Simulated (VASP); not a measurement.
Write the native input for VASP 6.6.1 that does the following.

```
Task                   : single point
Functional             : PBEsol
Potentials or basis    : VASP PAW PBE potentials, release 64 (Fe, Ge_d)
Cutoff                 : 600 eV
k mesh                 : 6 × 6 × 6
Occupations            : gaussian, width 0.1 eV
Spin                   : collinear spin, ferromagnetic start
Starting moments       : [1.42, 1.42, 0.0, 0.0, 0.0, 0.0] μB
Dipole correction      : no
Further INCAR settings : ALGO = Normal; EDIFF = 1e-06; NBANDS = 49
```

The structure of FeGe2 lies in POSCAR:

```
FeGe2
1.0
   -2.9595565640      2.9595565640      2.4514030100
    2.9595565640     -2.9595565640      2.4514030100
    2.9595565640      2.9595565640     -2.4514030100
Fe Ge
2 4
Direct
    0.7500000000      0.7500000000      0.0000000000
    0.2500000000      0.2500000000      0.0000000000
    0.1548926100      0.6548926100      0.8097852200
    0.3451073900      0.1548926100      0.5000000000
    0.6548926100      0.8451073900      0.5000000000
    0.8451073900      0.3451073900      0.1902147800
```

One way to write it, as run:

INCAR

```
SYSTEM = FeGe2
ALGO = Normal ; EDIFF = 1E-6
ENCUT = 600 ; GGA = PS
GGA_COMPAT = .FALSE. ; ISIF = 2
ISMEAR = 0 ; ISPIN = 2
LASPH = .TRUE. ; LCHARG = .FALSE.
LMAXMIX = 4 ; LORBIT = 11
LREAL = .FALSE. ; LWAVE = .FALSE.
MAGMOM = 1.42 1.42 0 0 0 0 ; NBANDS = 49
NELM = 200 ; PREC = Accurate
SIGMA = 0.1
```

KPOINTS

```
k-points
0
G
  6 6 6
  0 0 0
```

Potentials or basis: VASP PAW PBE potentials, release 64 (Fe, Ge_d).

Run with:

```bash
$ cat potpaw_PBE.64/Fe/POTCAR potpaw_PBE.64/Ge_d/POTCAR > POTCAR
$ mpirun -np 1 vasp_std > vasp.out
```

It gave:

```json
{
  "Pressure": "-5.5 GPa",
  "Largest force": "0.167 eV/Å",
  "Net moment": "2.31 μB per cell",
  "Site moments": "Fe +1.29; Ge -0.05 μB",
  "Valence electrons inside the program's atomic spheres": "Fe 7.38; Ge 12.33"
}
```

Caveat: the cell stands under tension; the PAW data sets were made with another functional, which shifts forces and pressure a little.

Run time: 9.5 min on 1 thread of Intel Xeon 8259CL (shared host), peak memory 0.43 GiB.
